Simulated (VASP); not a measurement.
Here is a VASP 6.6.1 calculation.

The input INCAR:

```
SYSTEM = NiMoIrPdW
  PREC = Accurate
  ENCUT = 520
  EDIFF = 1E-7
  ISMEAR = -1
  SIGMA = 0.05
  LREAL = .False.
  LASPH = .True.
  NELM = 150
  ALGO = Normal
  ISIF = 2
  LWAVE = .False.
  LCHARG = .False.
  ISPIN = 2
  MAGMOM = 1 1 0 0.6 0
  LORBIT = 11
  LMAXMIX = 4
  GGA = PE
  IVDW = 13
  NBANDS = 40
```

Contents of KPOINTS:

```
Automatic mesh
0
Gamma
  7 7 2
  0 0 0
```

Contents of POSCAR:

```
NiMoIrPdW
1.0
    2.7436988207      0.0000000000      0.0000000000
   -1.3718494104      2.3761128791      0.0000000000
    0.0000000000      0.0000000000     11.1935599608
Ni Mo Pd Ir W
1 1 1 1 1
Direct
    0.0000000000      0.0000000000      0.7089321015
    0.6666666667      0.3333333333      0.2958563272
    0.6666666667      0.3333333333      0.8991309184
    0.0000000000      0.0000000000      0.1055084976
    0.6666666667      0.3333333333      0.5282521554
```

Potentials or basis: VASP PAW PBE potentials, release 64 (Ni, Mo_sv, Pd, Ir, W_sv).

Command:

```console
$ cat potpaw_PBE.64/Ni/POTCAR potpaw_PBE.64/Mo_sv/POTCAR potpaw_PBE.64/Pd/POTCAR potpaw_PBE.64/Ir/POTCAR potpaw_PBE.64/W_sv/POTCAR > POTCAR
$ mpirun -np 1 vasp_std > vasp.out
```

(1) Predict the dispersion energy per atom.

(2) Estimate the largest force.

## Answers

(1) -0.634 eV.

(2) 0.025 eV/Å.

Caveat: the k points lie up to 0.38 Å⁻¹ apart.
